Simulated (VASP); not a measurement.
# Nb (Im-3m) in VASP: further runs

The runs below take Nb through relaxation of cell and atoms, single point, with PBEsol.

Everything below comes from runs of VASP 6.6.1. Logs are shortened: lines on timing, memory, paths and dates and some standing lists are left out, and cuts for length are marked.

## (1) The cell of the first run

Symmetry: Im-3m, No. 229, cubic system. Conventional cell: a = 3.091 Å, b = 3.091 Å, c = 3.091 Å, α = 90.00°, β = 90.00°, γ = 90.00°. Nb (site symmetry m-3m) has 14 Nb at 2.68 to 3.09 Å within 3.5 Å.

## (2) Relaxation of cell and atoms, PBEsol, target pressure 51 GPa, at which the enthalpy is minimised

File INCAR:

```
PREC = Accurate
ENCUT = 600
EDIFF = 1E-6
ISMEAR = -1
SIGMA = 0.05
LREAL = F
LASPH = T
NELM = 80
ALGO = Normal
ISIF = 3
LWAVE = F
LCHARG = F
GGA = PS
IBRION = 2
NSW = 60
EDIFFG = -0.005
PSTRESS = 510.0
```

File KPOINTS:

```
Automatic mesh
0
Gamma
  18 18 18
```

File POSCAR:

```
Nb
1.0
   -1.5453877935      1.5453877935      1.5453877935
    1.5453877935     -1.5453877935      1.5453877935
    1.5453877935      1.5453877935     -1.5453877935
Nb
1
Direct
    0.0000000000      0.0000000000      0.0000000000
```

Potentials or basis: VASP PAW PBE potentials, release 64 (Nb_sv).

Command:

```sh
$ cat potpaw_PBE.64/Nb_sv/POTCAR > POTCAR
$ mpirun -np 1 vasp_std > vasp.out
```

OUTCAR:

```text
PREC = Accurate
   ENCUT = 600
   EDIFF = 1E-6
   ISMEAR = -1
   LREAL = F
   LASPH = T
   NELM = 80
   ISIF = 3
   GGA = PS
   IBRION = 2
   NSW = 60
   EDIFFG = -0.005
   PSTRESS = 510.0

 ion  position               nearest neighbor table
   1  0.000  0.000  0.000-

  LATTYP: Found a body centered cubic cell.
 ALAT       =     3.0907755870

  Lattice vectors:

 A1 = (  -1.5453877935,   1.5453877935,   1.5453877935)
 A2 = (   1.5453877935,  -1.5453877935,   1.5453877935)
 A3 = (   1.5453877935,   1.5453877935,  -1.5453877935)

Analysis of symmetry for initial positions (statically):
=====================================================================
 Subroutine PRICEL returns:
 Original cell was already a primitive cell.

 Routine SETGRP: Setting up the symmetry group for a
 body centered cubic supercell.

 Subroutine GETGRP returns: Found 48 space group operations
 (whereof 48 operations were pure point group operations)
 out of a pool of 48 trial point group operations.

The static configuration has the point symmetry O_h .

Analysis of symmetry for dynamics (positions and initial velocities):
=====================================================================
 Subroutine PRICEL returns:
 Original cell was already a primitive cell.

 Routine SETGRP: Setting up the symmetry group for a
 body centered cubic supercell.

 Subroutine GETGRP returns: Found 48 space group operations
 (whereof 48 operations were pure point group operations)
 out of a pool of 48 trial point group operations.

The dynamic configuration has the point symmetry O_h .

 Subroutine INISYM returns: Found 48 space group operations
 (whereof 48 operations are pure point group operations),
 and found     1 'primitive' translations

----------------------------------------------------------------------------------------

                                     Primitive cell

  volume of cell :      14.7629

  direct lattice vectors                    reciprocal lattice vectors
    -1.545387793  1.545387793  1.545387793     0.000000000  0.323543386  0.323543386
     1.545387793 -1.545387793  1.545387793     0.323543386  0.000000000  0.323543386
     1.545387793  1.545387793 -1.545387793     0.323543386  0.323543386  0.000000000

  length of vectors
[... 93 lines left out ...]
   EMIN   =  10.00;   EMAX   =-10.00  energy-range for DOS
   EFERMI =   0.00;   METHOD = LEGACY
   ISMEAR =    -1;   SIGMA  =   0.05  broadening in eV -4-tet -1-fermi 0-gaus
   EFERMI_NEDOS =   21; number of points for ismear=-14 and -15
   IALGO  =     38    algorithm
   IMIX   =      4    mixing-type and parameters
     AMIX     =   0.40;   BMIX     =  1.00
     AMIX_MAG =   1.60;   BMIX_MAG =  1.00
  volume/ion in A,a.u.               =      14.76        99.63
  Fermi-wavevector in a.u.,A,eV,Ry     =   1.569152  2.965268 33.500801  2.462239
  Thomas-Fermi vector in A             =   2.671077
   LORBIT       =      0    0 simple, 1 ext, 2 COOP (PROOUT), +10 PAW based schemes
   GGA     = PS    functional components
   LHFCALC =     F    Hartree Fock is set to
   AEXX    =    0.0000 exact exchange contribution
   IVDW    =     0    specifies the selected vdW correction
   LEPSILON=     F    determine dielectric tensor
   LRPA    =     F    only Hartree local field effects (RPA)
 conjugate gradient relaxation of ions
 non-spin polarized calculation
  energy-cutoff  :      600.00
  volume of cell :       14.76
 maximum number of plane-waves:       531
 NGX is ok and might be reduce to    24
   NGX = 11   NGY = 11   NGZ = 11

--------------------------------------- Ionic step        1  -------------------------------------------

 number of electron      13.0000000 magnetization

 Free energy of the ion-electron system (eV)
  ---------------------------------------------------
  ext. energy  EPLUGINS =         0.00000000
  ---------------------------------------------------
  free energy    TOTEN  =       -10.64597112 eV

  energy without entropy =      -10.63744724  energy(sigma->0) =      -10.64170918

------------------------ aborting loop because EDIFF is reached ----------------------------------------

  FORCE on cell =-STRESS in cart. coord.  units (eV):
  Direction    XX          YY          ZZ          XY          YZ          ZX
  --------------------------------------------------------------------------------------
  -------------------------------------------------------------------------------------
  Total        3.8284342      3.8284342      3.8284342      0.0000000      0.0000000      0.0000000
  in kB      415.4888254    415.4888254    415.4888254      0.0000000      0.0000000      0.0000000
  external PRESSURE =     -94.5111746 kB  Pullay stress =     510.0000000 kB
[... 98 lines left out ...]
--------------------------------------- Ionic step        4  -------------------------------------------

 number of electron      12.9999999 magnetization

 Free energy of the ion-electron system (eV)
  ---------------------------------------------------
  ext. energy  EPLUGINS =         0.00000000
  ---------------------------------------------------
  free energy    TOTEN  =       -10.52930630 eV

  energy without entropy =      -10.52155211  energy(sigma->0) =      -10.52542920

 E-fermi :  14.6130     XC(G=0): -13.8497

 val. band max:       14.6096338749   @ k =   0.2778   0.2222   0.1111
 cond. band min:      14.6164569678   @ k =   0.1111   0.0000   0.0000
 fundamental gap:      0.0068230929
 Fermi energy:        14.6129904504

 k-point     1 :       0.0000    0.0000    0.0000
  band No.  band energies     occupation
      1     -39.6457      2.00000
      2     -14.2384      2.00000
      3     -14.2384      2.00000
      4     -14.2384      2.00000
      5       8.3272      2.00000
      6      14.7462      0.13017
      7      14.7462      0.13017
      8      14.7462      0.13017
      9      18.4754      0.00000
     10      18.4754      0.00000
[... 287 lines left out ...]
 k-point    24 :       0.3889    0.1111   -0.0000
  band No.  band energies     occupation
      1     -39.0513      2.00000
      2     -16.7553      2.00000
      3     -15.1446      2.00000
      4     -14.3990      2.00000
      5      10.2690      2.00000
      6      12.2585      2.00000
      7      16.4981      0.00000
      8      18.4828      0.00000
      9      20.0671      0.00000
     10      23.4204      0.00000

 [... further k-points ...]

------------------------ aborting loop because EDIFF is reached ----------------------------------------

  FORCE on cell =-STRESS in cart. coord.  units (eV):
  Direction    XX          YY          ZZ          XY          YZ          ZX
  --------------------------------------------------------------------------------------
  -------------------------------------------------------------------------------------
  Total        4.5674124      4.5674124      4.5674124      0.0000000     -0.0000000      0.0000000
  in kB      509.6735370    509.6735370    509.6735370      0.0000000     -0.0000000      0.0000000
  external PRESSURE =      -0.3264630 kB  Pullay stress =     510.0000000 kB
[... 20 lines left out ...]
  energy  without entropy=      -10.5215521079  energy(sigma->0) =      -10.52542920

  enthalpy is  TOTEN    =        -5.9589683276 eV   P V=        4.5703379691

 reached required accuracy - stopping structural energy minimisation
```

OSZICAR:

```text
N       E                     dE             d eps       ncg     rms          rms(c)
DAV:   1     0.134923257808E+03    0.13492E+03   -0.83313E+03  3900   0.149E+03
DAV:   2    -0.482280850273E+01   -0.13975E+03   -0.13625E+03  4090   0.489E+02
DAV:   3    -0.106348004375E+02   -0.58120E+01   -0.55293E+01  5762   0.869E+01
[... 35 lines left out ...]
DAV:   2    -0.105293156067E+02    0.18773E-03   -0.42715E-04  5708   0.311E-01    0.342E-02
DAV:   3    -0.105292941856E+02    0.21421E-04   -0.15803E-04  5884   0.147E-01    0.227E-02
DAV:   4    -0.105293002963E+02   -0.61107E-05   -0.52454E-06  4412   0.257E-02    0.122E-02
DAV:   5    -0.105293063092E+02   -0.60128E-05   -0.13833E-05  6222   0.287E-02    0.387E-03
DAV:   6    -0.105293062968E+02    0.12396E-07   -0.14043E-07  2110   0.554E-03
   4 F= -.59589683E+01 E0= -.59550912E+01  d E =-.122847E-01
```

Run time: 59 s. Hardware: 1 thread of AMD EPYC 9R45 (Zen 5), shared host; peak memory 0.15 GiB.

What came out:

| Item | Value |
| --- | --- |
| Free energy | -10.5293 eV |
| Relaxed volume | 14.36 Å³/atom |
| Relaxed cell | a = 2.652 Å, b = 2.652 Å, c = 2.652 Å, α = 109.47°, β = 109.47°, γ = 109.47° |
| Space group after relaxing (to 0.05 Å) | Im-3m (No. 229) |
| Energy change on relaxing (the enthalpy is what falls) | +116.7 meV/atom |
| Ionic steps | 4 |
| Pressure after relaxing | 51.0 GPa |

The path:
```
step  energy change (eV)  largest force (eV/Å)  pressure (GPa)  volume (Å³)
   1              0.0000                0.0000           41.55        14.76
   2              0.7269                0.0000           94.06        12.98
   3              0.1113                0.0000           50.53        14.37
   4              0.1167                0.0000           50.97        14.36
```

Final structure:
```
CELL_PARAMETERS angstrom
-1.53112 1.53112 1.53112
1.53112 -1.53112 1.53112
1.53112 1.53112 -1.53112
ATOMIC_POSITIONS crystal
Nb 0.00000 0.00000 0.00000
```

Caveat: the cell is relaxed towards a set pressure, so the enthalpy falls and the energy may rise; the PAW data sets were made with another functional, which shifts forces and pressure a little.

(Continued in part 2 of 2.)
